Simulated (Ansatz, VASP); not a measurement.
# Two plane-wave programs on SiC

Contents of INCAR:

```
SYSTEM = SiC
  PREC = Accurate
  ENCUT = 520
  EDIFF = 1E-7
  ISMEAR = 0
  SIGMA = 0.05
  LREAL = .FALSE.
  LASPH = .TRUE.
  NELM = 60
  ALGO = Normal
  ISIF = 2
  LWAVE = .FALSE.
  LCHARG = .FALSE.
  GGA = CA
  NBANDS = 11
```

File KPOINTS:

```
regular mesh
0
G
  14 14 14
  0 0 0
```

File POSCAR:

```
SiC
1.0
    0.0000000000      2.1740000000      2.1740000000
    2.1740000000      0.0000000000      2.1740000000
    2.1740000000      2.1740000000      0.0000000000
Si C
1 1
Direct
    0.0000000000      0.0000000000      0.0000000000
    0.7500000000      0.7500000000      0.7500000000
```

Input for Ansatz:

```yaml
crystal:
  lattice:
    - [0.0, 2.174, 2.174]
    - [2.174, 0.0, 2.174]
    - [2.174, 2.174, 0.0]
  atoms:
    - { symbol: Si, position: [0.0, 0.0, 0.0] }
    - { symbol: C, position: [0.75, 0.75, 0.75] }
basis:
  ecutwfc: 420
kpoints:
  mp_grid: { grid: [14, 14, 14] }
hamiltonian:
  xc: lda
scf:
  occupations: { method: gaussian, width: 0.05 }
output:
  forces: true
  stress: true
  eigenvalues: true
  write_density: true
  write_potential: true
  elf: true
  volumetric_format: npy
```

Alike in both runs: task single point; functional LDA; k mesh 14 × 14 × 14; occupations gaussian, width 0.05 eV; no spin polarisation.

|  | VASP | Ansatz |
| --- | --- | --- |
| version | VASP 6.6.1 | Ansatz 0.2.0 |
| potentials or method | VASP PAW LDA potentials, release 64 (Si, C), cutoff 520 eV | scalar-relativistic, plane waves, PAW |
| valence electrons in the cell | 8 | 8 |

VASP gave:

```
gap on the k mesh at the Fermi level (eV) : 1.30
least direct gap on the mesh (eV)         : 4.51
pressure (GPa)                            : -2.5
```

Problem. Estimate Ansatz's values.

Solution. gap on the k mesh at the Fermi level (eV): 1.31; least direct gap on the mesh (eV): 4.52; pressure (GPa): -2.9.

LDA's correlation is that of Perdew and Zunger in VASP and of Perdew and Wang (1992) in Ansatz.
